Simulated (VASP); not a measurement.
# BeS in VASP: a series of runs, part 2 of 2

VASP 6.6.1.

### Step 4. Single point, PBE

Input file INCAR:

```
PREC = Accurate
ENCUT = 600
EDIFF = 1E-6
ISMEAR = -1
SIGMA = 0.02
LREAL = F
LASPH = T
NELM = 120
ALGO = Normal
ISIF = 2
LWAVE = F
LCHARG = F
GGA = PE
NBANDS = 11
GGA_COMPAT = F
```

Input file KPOINTS:

```
Automatic mesh
0
Gamma
  7 7 7
```

Input file POSCAR:

```
BeS
1.0
    0.0000000000      2.3986392166      2.4785938571
    2.3986392166      0.0000000000      2.4785938571
    2.3986392166      2.3986392166      0.0000000000
Be S
1 1
Direct
    0.0000000000      0.0000000000      0.0000000000
    0.2500000000      0.2500000000      0.2500000000
```

Potentials or basis: VASP PAW PBE potentials, release 64 (Be, S).

Run with:

```console
> cat potpaw_PBE.64/Be/POTCAR potpaw_PBE.64/S/POTCAR > POTCAR
> mpirun -np 1 vasp_std > vasp.out
```

OUTCAR:

```text
PREC = Accurate
   ENCUT = 600
   EDIFF = 1E-6
   ISMEAR = -1
   LREAL = F
   LASPH = T
   NELM = 120
   ISIF = 2
   GGA = PE

 ion  position               nearest neighbor table
   1  0.000  0.000  0.000-   2 2.10   2 2.10   2 2.10   2 2.10
   2  0.250  0.250  0.250-   1 2.10   1 2.10   1 2.10   1 2.10

  LATTYP: Found a body centered tetragonal cell.
 ALAT       =     3.3921881114
 C/A-ratio  =     1.4613540144

  Lattice vectors:

 A1 = (  -2.3986392166,   0.0000000000,   2.4785938571)
 A2 = (   2.3986392166,   0.0000000000,   2.4785938571)
 A3 = (   0.0000000000,   2.3986392166,  -2.4785938571)

Analysis of symmetry for initial positions (statically):
=====================================================================
 Subroutine PRICEL returns:
 Original cell was already a primitive cell.

 Routine SETGRP: Setting up the symmetry group for a
 body centered tetragonal supercell.

 Subroutine GETGRP returns: Found  8 space group operations
 (whereof  8 operations were pure point group operations)
 out of a pool of 16 trial point group operations.

[... 164 lines left out ...]
 cond. band min:       7.3655728110   @ k =   0.4286   0.0000   0.4286
 fundamental gap:      3.1270364233
 Fermi energy:         4.6349478092

 k-point     1 :       0.0000    0.0000    0.0000
  band No.  band energies     occupation
      1      -9.5156      2.00000
      2       4.0525      2.00000
      3       4.2385      2.00000
      4       4.2385      2.00000
      5       9.8386      0.00000
      6       9.8386      0.00000
      7       9.8834      0.00000
      8      10.0558      0.00000
      9      16.6015      0.00000
     10      17.3542      0.00000
     11      19.0533      0.00000
[... 309 lines left out ...]
 k-point    24 :      -0.4286    0.2857    0.1429
  band No.  band energies     occupation
      1      -7.6812      2.00000
      2      -0.7386      2.00000
      3       1.1537      2.00000
      4       2.1834      2.00000
      5      10.3899      0.00000
      6      11.1149      0.00000
      7      13.3130      0.00000
      8      14.1775      0.00000
      9      16.0951      0.00000
     10      18.4448      0.00000
     11      21.0393      0.00000

 [... further k-points ...]
[... 5 lines left out ...]
  --------------------------------------------------------------------------------------
  -------------------------------------------------------------------------------------
  Total        0.4823671      0.4823671     -0.1186131      0.0000000      0.0000000      0.0000000
  in kB       27.0971146     27.0971146     -6.6631273      0.0000000      0.0000000      0.0000000
  external PRESSURE =      15.8437006 kB  Pullay stress =       0.0000000 kB

 VOLUME and BASIS-vectors are now :
 -----------------------------------------------------------------------------
  energy-cutoff  :      600.00
  volume of cell :       28.52
      direct lattice vectors                 reciprocal lattice vectors
     0.000000000  2.398639217  2.478593857    -0.208451524  0.208451524  0.201727281
     2.398639217  0.000000000  2.478593857     0.208451524 -0.208451524  0.201727281
     2.398639217  2.398639217  0.000000000     0.208451524  0.208451524 -0.201727281

 POSITION                                       TOTAL-FORCE (eV/Angst)
 -----------------------------------------------------------------------------------
      0.00000      0.00000      0.00000         0.000000      0.000000      0.000000
      1.19932      1.19932      1.23930        -0.000000     -0.000000     -0.000000
 -----------------------------------------------------------------------------------
    total drift:                               -0.000000     -0.000000      0.000000

  FREE ENERGIE OF THE ION-ELECTRON SYSTEM (eV)
  ---------------------------------------------------
  free  energy   TOTEN  =       -10.0042129565 eV

  energy  without entropy=      -10.0042129565  energy(sigma->0) =      -10.00421296
```

Run time: 25 s. Hardware: 1 thread of Intel Xeon 8259CL, shared host; peak memory 0.15 GiB.

What came out:

```
Free energy            : -10.0042 eV
Pressure               : 1.6 GPa
Band gap on the k mesh : 3.13 eV (least direct gap 5.60 eV)
```

Caveat: an odd mesh through Γ misses points on the zone boundary, where band edges can lie.

### Step 5. Single point, PBE

This run uses another cell than the first one, of the same volume but with other edges.

Input file INCAR:

```
PREC     = Accurate       # precision mode
ENCUT    = 600            # plane-wave cutoff, eV
EDIFF    = 1E-6           # SCF threshold, eV
ISMEAR   = -1             # smearing method
SIGMA    = 0.02           # smearing width, eV
LREAL    = F              # projectors in reciprocal space
LASPH    = T              # aspherical terms in the spheres
NELM     = 120            # most SCF steps
ALGO     = Normal         # electronic algorithm
ISIF     = 2              # what is computed and relaxed
LWAVE    = F              # write WAVECAR
LCHARG   = T              # write CHGCAR
GGA      = PE             # functional
LELF     = T              # ELF
LVHAR    = T            
NBANDS   = 11             # bands
GGA_COMPAT= F
```

Input file KPOINTS:

```
regular mesh
0
Gamma
  7 7 7
```

Input file POSCAR:

```
BeS
1.0
    0.0000000000      2.3733885075      2.5316144080
    2.3733885075      0.0000000000      2.5316144080
    2.3733885075      2.3733885075      0.0000000000
Be S
1 1
Direct
    0.0000000000      0.0000000000      0.0000000000
    0.2500000000      0.2500000000      0.2500000000
```

Potentials or basis: VASP PAW PBE potentials, release 64 (Be, S).

Run with:

```console
> cat potpaw_PBE.64/Be/POTCAR potpaw_PBE.64/S/POTCAR > POTCAR
> mpirun -np 1 vasp_std > vasp.out
```

OUTCAR:

```text
PREC = Accurate
   ENCUT = 600
   EDIFF = 1E-6
   ISMEAR = -1
   LREAL = F
   LASPH = T
   NELM = 120
   ISIF = 2
   GGA = PE

 ion  position               nearest neighbor table
   1  0.000  0.000  0.000-   2 2.10   2 2.10   2 2.10   2 2.10
   2  0.250  0.250  0.250-   1 2.10   1 2.10   1 2.10   1 2.10

  LATTYP: Found a body centered tetragonal cell.
 ALAT       =     3.3564782161
 C/A-ratio  =     1.5084944665

  Lattice vectors:

 A1 = (  -2.3733885075,   0.0000000000,   2.5316144080)
 A2 = (   2.3733885075,   0.0000000000,   2.5316144080)
 A3 = (   0.0000000000,   2.3733885075,  -2.5316144080)

Analysis of symmetry for initial positions (statically):
=====================================================================
 Subroutine PRICEL returns:
 Original cell was already a primitive cell.

 Routine SETGRP: Setting up the symmetry group for a
 body centered tetragonal supercell.

 Subroutine GETGRP returns: Found  8 space group operations
 (whereof  8 operations were pure point group operations)
 out of a pool of 16 trial point group operations.

[... 164 lines left out ...]
 cond. band min:       7.3018684412   @ k =   0.4286   0.0000   0.4286
 fundamental gap:      2.9914614342
 Fermi energy:         4.7852552952

 k-point     1 :       0.0000    0.0000    0.0000
  band No.  band energies     occupation
      1      -9.5104      2.00000
      2       3.9217      2.00000
      3       4.3104      2.00000
      4       4.3104      2.00000
      5       9.8498      0.00000
      6       9.8498      0.00000
      7       9.9385      0.00000
      8      10.0377      0.00000
      9      16.1910      0.00000
     10      17.7190      0.00000
     11      19.0691      0.00000
[... 309 lines left out ...]
 k-point    24 :      -0.4286    0.2857    0.1429
  band No.  band energies     occupation
      1      -7.7018      2.00000
      2      -0.7192      2.00000
      3       1.1569      2.00000
      4       2.2015      2.00000
      5      10.4699      0.00000
      6      11.2685      0.00000
      7      13.4305      0.00000
      8      14.1960      0.00000
      9      16.0075      0.00000
     10      18.1844      0.00000
     11      20.9543      0.00000

 [... further k-points ...]
[... 5 lines left out ...]
  --------------------------------------------------------------------------------------
  -------------------------------------------------------------------------------------
  Total        0.6916844      0.6916844     -0.5543778      0.0000000     -0.0000000      0.0000000
  in kB       38.8555763     38.8555763    -31.1423339      0.0000000     -0.0000000      0.0000000
  external PRESSURE =      15.5229395 kB  Pullay stress =       0.0000000 kB

 VOLUME and BASIS-vectors are now :
 -----------------------------------------------------------------------------
  energy-cutoff  :      600.00
  volume of cell :       28.52
      direct lattice vectors                 reciprocal lattice vectors
     0.000000000  2.373388508  2.531614408    -0.210669260  0.210669260  0.197502431
     2.373388508  0.000000000  2.531614408     0.210669260 -0.210669260  0.197502431
     2.373388508  2.373388508  0.000000000     0.210669260  0.210669260 -0.197502431

 POSITION                                       TOTAL-FORCE (eV/Angst)
 -----------------------------------------------------------------------------------
      0.00000      0.00000      0.00000        -0.000000     -0.000000     -0.000000
      1.18669      1.18669      1.26581         0.000000      0.000000      0.000000
 -----------------------------------------------------------------------------------
    total drift:                               -0.000000     -0.000000      0.000000

  FREE ENERGIE OF THE ION-ELECTRON SYSTEM (eV)
  ---------------------------------------------------
  free  energy   TOTEN  =        -9.9847761892 eV

  energy  without entropy=       -9.9847761892  energy(sigma->0) =       -9.98477619
```

OSZICAR:

```text
N       E                     dE             d eps       ncg     rms          rms(c)
DAV:   1     0.224425640782E+02    0.22443E+02   -0.40695E+03   880   0.694E+02
DAV:   2    -0.877683678296E+01   -0.31219E+02   -0.29885E+02  1166   0.125E+02
DAV:   3    -0.101500655189E+02   -0.13732E+01   -0.13695E+01  1158   0.253E+01
DAV:   4    -0.101588021138E+02   -0.87366E-02   -0.87351E-02  1089   0.232E+00
DAV:   5    -0.101588645931E+02   -0.62479E-04   -0.62478E-04  1140   0.192E-01    0.567E+00
DAV:   6    -0.100238008791E+02    0.13506E+00   -0.11874E-01  1027   0.165E+00    0.386E+00
DAV:   7    -0.998344904710E+01    0.40352E-01   -0.11738E-01  1070   0.180E+00    0.101E+00
DAV:   8    -0.998464547406E+01   -0.11964E-02   -0.66341E-03  1174   0.422E-01    0.145E-01
DAV:   9    -0.998473092434E+01   -0.85450E-04   -0.50417E-04  1090   0.144E-01    0.286E-02
DAV:  10    -0.998477090258E+01   -0.39978E-04   -0.72430E-05  1056   0.479E-02    0.100E-02
DAV:  11    -0.998477593550E+01   -0.50329E-05   -0.16393E-05  1091   0.213E-02    0.856E-03
DAV:  12    -0.998477618919E+01   -0.25369E-06   -0.39036E-07   738   0.455E-03
   1 F= -.99847762E+01 E0= -.99847762E+01  d E =-.281935E-12
```

stdout:

```text
POSCAR found type information on POSCAR BeS
 POSCAR found :  2 types and       2 ions
 scaLAPACK will be used
 LDA part: xc-table for (Slater+PW92), standard interpolation
 POSCAR, INCAR and KPOINTS ok, starting setup
 FFT: planning ... GRIDC
 FFT: planning ... GRID_SOFT
 FFT: planning ... GRID
 WAVECAR not read
 entering main loop
```

Wall time 28 s (1 thread of Intel Xeon 8259CL, shared host); peak memory 0.16 GiB.

Results:

| Property | Result |
| --- | --- |
| Free energy | -9.9848 eV |
| Pressure | 1.6 GPa |
| Band gap on the k mesh | 2.99 eV (least direct gap 5.54 eV) |

Stress tensor (GPa, compression positive):
```
 3.89  0.00  0.00
 0.00  3.89  0.00
 0.00  0.00 -3.11
```

Caveat: an odd mesh through Γ misses points on the zone boundary, where band edges can lie.

### Step 6. The runs side by side

| cell | gap on the mesh (eV) | pressure (GPa) |
| --- | --- | --- |
| a = 3.429 Å, angles 60.0°, 2 atoms | 3.26 | 1.6 |
| a = 3.411, b = 3.411, c = 3.468 Å, angles 59.4, 59.4, 61.1°, 2 atoms | 3.00 | 1.6 |
| a = 3.449, b = 3.449, c = 3.392 Å, angles 60.5, 60.5, 58.9°, 2 atoms | 3.13 | 1.6 |
| a = 3.470, b = 3.470, c = 3.356 Å, angles 61.1, 61.1, 57.8°, 2 atoms | 2.99 | 1.6 |

Alike in all rows: task single point; level PBE; potentials or basis VASP PAW PBE potentials, release 64 (Be, S); no spin polarisation; k mesh 7 × 7 × 7; cutoff (eV) 600; smearing fermi-dirac 0.02 eV.

Caveats: an odd mesh through Γ misses points on the zone boundary, where band edges can lie.

Total energies depend on the potentials used, so only differences within one code and one set of settings carry meaning.
